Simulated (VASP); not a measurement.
A run of VASP 6.6.1 is set up as follows.

INCAR

```
PREC = Accurate ; ENCUT = 520
EDIFF = 1E-6 ; ISMEAR = -1
SIGMA = 0.08 ; LREAL = F
LASPH = T ; NELM = 80
ALGO = Normal ; ISIF = 2
LWAVE = F ; LCHARG = F
GGA = PE ; NBANDS = 10
```

The input KPOINTS:

```
Automatic mesh
0
Gamma
  15 15 15
```

Contents of POSCAR:

```
Li
1.0
   -2.0887067219      2.0887067219      1.1646630626
    2.0887067219     -2.0887067219      1.1646630626
    2.0887067219      2.0887067219     -1.1646630626
Li
2
Direct
   -0.3750000000     -0.1250000000     -0.2500000000
    0.3750000000      0.1250000000      0.2500000000
```

Potentials or basis: VASP PAW PBE potentials, release 64 (Li_sv).

Command:

```console
$ cat potpaw_PBE.64/Li_sv/POTCAR > POTCAR
$ mpirun -np 1 vasp_std > vasp.out
```

Q: Estimate the band gap on the k mesh.

A: Zero (band 3 reaches 5.09 eV, above the bottom of band 4 at 1.69 eV).
